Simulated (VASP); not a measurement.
# Ga2O3 (C2/m) in VASP: single point with PBE

Aim: the single point of Ga2O3 with PBE.

All numbers are computed with VASP 6.6.1; they aren't measurements. Logs are shortened: lines on timing, memory, paths and dates and some standing lists are left out, and cuts for length are marked.

## Step 1: The cell of the first run

It takes space group C2/m (No. 12, monoclinic). The conventional cell has a = 12.454 Å, b = 3.083 Å, c = 5.878 Å, α = 90.00°, β = 103.70°, γ = 90.00°. Ga (site symmetry m) has 6 O at 1.97 to 2.11 Å within 2.6 Å. Ga (site symmetry m) has 4 O at 1.86 to 1.90 Å within 2.5 Å. O (site symmetry m) has 3 Ga at 1.86 to 1.97 Å within 2.5 Å. O (site symmetry m) has 4 Ga at 1.90 to 2.11 Å within 2.5 Å. O (site symmetry m) has 3 Ga at 1.86 to 1.97 Å within 2.5 Å.

## Step 2: Single point, PBE

Input file INCAR:

```
SYSTEM = Ga2O3
ALGO = Normal
EDIFF = 1E-6
ENCUT = 520
GGA = PE
ISIF = 2
ISMEAR = 0
LASPH = .TRUE.
LCHARG = .FALSE.
LREAL = .FALSE.
LWAVE = .FALSE.
NBANDS = 55
NELM = 60
PREC = Accurate
SIGMA = 0.02
```

Input file KPOINTS:

```
k-points
0
G
  8 8 4
  0 0 0
```

Input file POSCAR:

```
Ga2O3
1.0
    6.2270640114     -1.5416333702      0.0062293263
    6.2270640114      1.5416333702      0.0062293263
   -1.3979711485      0.0000000000      5.7089228515
Ga O
4 6
Direct
    0.3414968573      0.3414968573      0.6858235543
    0.6585031427      0.6585031427      0.3141764457
    0.9100739588      0.9100739588      0.2052722590
    0.0899260412      0.0899260412      0.7947277410
    0.5039749256      0.5039749256      0.7433111730
    0.4960250744      0.4960250744      0.2566888270
    0.8263039782      0.8263039782      0.4356635088
    0.1736960218      0.1736960218      0.5643364912
    0.1635085074      0.1635085074      0.1092008536
    0.8364914926      0.8364914926      0.8907991464
```

Potentials or basis: VASP PAW PBE potentials, release 64 (Ga_d, O).

Run with:

```sh
$ cat potpaw_PBE.64/Ga_d/POTCAR potpaw_PBE.64/O/POTCAR > POTCAR
$ mpirun -np 1 vasp_std > vasp.out
```

OUTCAR:

```text
SYSTEM = Ga2O3
   EDIFF = 1E-6
   ENCUT = 520
   GGA = PE
   ISIF = 2
   ISMEAR = 0
   LASPH = .TRUE.
   LREAL = .FALSE.
   NELM = 60
   PREC = Accurate

 ion  position               nearest neighbor table
   1  0.341  0.341  0.686-  10 1.97  10 1.97   5 1.97   8 2.04   7 2.11   7 2.11
   2  0.659  0.659  0.314-   9 1.97   9 1.97   6 1.97   7 2.04   8 2.11   8 2.11
   3  0.910  0.910  0.205-  10 1.86   6 1.86   6 1.86   7 1.90
   4  0.090  0.090  0.795-   9 1.86   5 1.86   5 1.86   8 1.90
   5  0.504  0.504  0.743-   4 1.86   4 1.86   1 1.97
   6  0.496  0.496  0.257-   3 1.86   3 1.86   2 1.97
   7  0.826  0.826  0.436-   3 1.90   2 2.04   1 2.11   1 2.11
   8  0.174  0.174  0.564-   4 1.90   1 2.04   2 2.11   2 2.11
   9  0.164  0.164  0.109-   4 1.86   2 1.97   2 1.97
  10  0.836  0.836  0.891-   3 1.86   1 1.97   1 1.97

  LATTYP: Found a base centered monoclinic cell.
 ALAT       =    12.4541342544
 B/A-ratio  =     0.2475697369
 C/A-ratio  =     0.4719392709
 COS(beta)  =    -0.2368757026

  Lattice vectors:

 A1 = (   6.2270640114,  -1.5416333702,   0.0062293263)
 A2 = (   6.2270640114,   1.5416333702,   0.0062293263)
 A3 = (  -1.3979711485,   0.0000000000,   5.7089228515)

Analysis of symmetry for initial positions (statically):
=====================================================================
 Subroutine PRICEL returns:
 Original cell was already a primitive cell.

 Routine SETGRP: Setting up the symmetry group for a
 base centered monoclinic supercell.

 Subroutine GETGRP returns: Found  4 space group operations
 (whereof  4 operations were pure point group operations)
 out of a pool of  4 trial point group operations.

The static configuration has the point symmetry C_2h.

Analysis of symmetry for dynamics (positions and initial velocities):
=====================================================================
 Subroutine PRICEL returns:
 Original cell was already a primitive cell.

 Routine SETGRP: Setting up the symmetry group for a
 base centered monoclinic supercell.

 Subroutine GETGRP returns: Found  4 space group operations
 (whereof  4 operations were pure point group operations)
 out of a pool of  4 trial point group operations.

The dynamic configuration has the point symmetry C_2h.

 Subroutine INISYM returns: Found  4 space group operations
 (whereof  4 operations are pure point group operations),
 and found     1 'primitive' translations

[... 117 lines left out ...]
   ISYM   =      2    0-nonsym 1-usesym 2-fastsym
   POTIM  = 0.5000    time-step for ionic-motion
   TEBEG  =    0.0;   TEEND  =   0.0 temperature during run
   PSTRESS=    0.0 pullay stress
   NELECT =      88.0000    total number of electrons
   NUPDOWN=      -1.0000    fix difference up-down
   EMIN   =  10.00;   EMAX   =-10.00  energy-range for DOS
   EFERMI =   0.00;   METHOD = LEGACY
   ISMEAR =     0;   SIGMA  =   0.02  broadening in eV -4-tet -1-fermi 0-gaus
   EFERMI_NEDOS =   21; number of points for ismear=-14 and -15
   IALGO  =     38    algorithm
   IMIX   =      4    mixing-type and parameters
     AMIX     =   0.40;   BMIX     =  1.00
     AMIX_MAG =   1.60;   BMIX_MAG =  1.00
  volume/ion in A,a.u.               =      10.96        73.99
  Fermi-wavevector in a.u.,A,eV,Ry     =   1.521426  2.875078 31.493895  2.314736
  Thomas-Fermi vector in A             =   2.630142
   LORBIT       =      0    0 simple, 1 ext, 2 COOP (PROOUT), +10 PAW based schemes
   GGA     = PE    functional components
   LHFCALC =     F    Hartree Fock is set to
   AEXX    =    0.0000 exact exchange contribution
   IVDW    =     0    specifies the selected vdW correction
   LEPSILON=     F    determine dielectric tensor
   LRPA    =     F    only Hartree local field effects (RPA)
 non-spin polarized calculation
 Gauss-broadening in eV      SIGMA  =   0.02
  energy-cutoff  :      520.00
  volume of cell :      109.64
 maximum number of plane-waves:      2970
   NGX = 23   NGY = 23   NGZ = 21

 number of electron      87.9999987 magnetization

 Free energy of the ion-electron system (eV)
  ---------------------------------------------------
  ext. energy  EPLUGINS =         0.00000000
  ---------------------------------------------------
  free energy    TOTEN  =       -59.67793668 eV

  energy without entropy =      -59.67793668  energy(sigma->0) =      -59.67793668

 E-fermi :   3.6053     XC(G=0): -11.3741

 val. band max:        3.4348397102   @ k =   0.5000   0.3750   0.5000
 cond. band min:       5.4350961794   @ k =   0.0000   0.0000   0.0000
 fundamental gap:      2.0002564691
 Fermi energy:         3.6052839564

 k-point     1 :       0.0000    0.0000    0.0000
  band No.  band energies     occupation
      1     -15.1862      2.00000
      2     -14.1282      2.00000
      3     -14.0982      2.00000
      4     -13.9948      2.00000
      5     -13.5522      2.00000
      6     -13.5458      2.00000
[... 1381 lines left out ...]
     54      13.9098      0.00000
     55      15.0648      0.00000

 [... further k-points ...]

------------------------ aborting loop because EDIFF is reached ----------------------------------------

  FORCE on cell =-STRESS in cart. coord.  units (eV):
  Direction    XX          YY          ZZ          XY          YZ          ZX
  --------------------------------------------------------------------------------------
  -------------------------------------------------------------------------------------
  Total        0.3639052      0.4674538      0.3670889      0.0000000      0.0000000      0.0190380
  in kB        5.3179457      6.8311573      5.3644705      0.0000000      0.0000000      0.2782120
  external PRESSURE =       5.8378578 kB  Pullay stress =       0.0000000 kB

 VOLUME and BASIS-vectors are now :
 -----------------------------------------------------------------------------
  energy-cutoff  :      520.00
  volume of cell :      109.64
      direct lattice vectors                 reciprocal lattice vectors
     6.227064011 -1.541633370  0.006229326     0.080274998 -0.324331329  0.019657321
     6.227064011  1.541633370  0.006229326     0.080274998  0.324331329  0.019657321
    -1.397971148  0.000000000  5.708922851    -0.000175185  0.000000000  0.175121494

 POSITION                                       TOTAL-FORCE (eV/Angst)
 -----------------------------------------------------------------------------------
      3.29428      0.00000      3.91957         0.010507      0.000000      0.003154
      7.76187      0.00000      1.80181        -0.010507      0.000000     -0.003154
     11.04721      0.00000      1.18322        -0.001384      0.000000     -0.005846
      0.00894      0.00000      4.53816         0.001384      0.000000      0.005846
      5.23744      0.00000      4.24978        -0.003103      0.000000     -0.005858
      5.81872      0.00000      1.47160         0.003103      0.000000      0.005858
      9.68185      0.00000      2.49746         0.009209      0.000000      0.001956
      1.37431      0.00000      3.22392        -0.009209      0.000000     -0.001956
      1.88370      0.00000      0.62546         0.020693      0.000000     -0.016278
      9.17246      0.00000      5.09593        -0.020693      0.000000      0.016278
 -----------------------------------------------------------------------------------
    total drift:                                0.000000     -0.000000      0.000000

  FREE ENERGIE OF THE ION-ELECTRON SYSTEM (eV)
  ---------------------------------------------------
  free  energy   TOTEN  =       -59.6779366771 eV

  energy  without entropy=      -59.6779366771  energy(sigma->0) =      -59.67793668
```

stdout:

```text
POSCAR found type information on POSCAR GaO
 POSCAR found :  2 types and      10 ions
 scaLAPACK will be used
 LDA part: xc-table for (Slater+PW92), standard interpolation
 POSCAR, INCAR and KPOINTS ok, starting setup
 FFT: planning ... GRIDC
 FFT: planning ... GRID_SOFT
 FFT: planning ... GRID
 WAVECAR not read
 entering main loop
```

It took 6.4 min on 1 thread of Intel Xeon 6975P-C (Granite Rapids), shared host; peak memory 0.53 GiB.

What came out:

* Free energy: -59.6779 eV
* Pressure: 0.6 GPa
* Largest force: 0.026 eV/Å
* Band gap on the k mesh: 2.00 eV (least direct gap 2.02 eV)

Forces on the atoms (eV/Å):
```
Ga   0.011  0.000  0.003
Ga  -0.011  0.000 -0.003
Ga  -0.001  0.000 -0.006
Ga   0.001  0.000  0.006
O   -0.003  0.000 -0.006
O    0.003  0.000  0.006
O    0.009  0.000  0.002
O   -0.009  0.000 -0.002
O    0.021  0.000 -0.016
O   -0.021  0.000  0.016
```

A k mesh can miss the band edges.
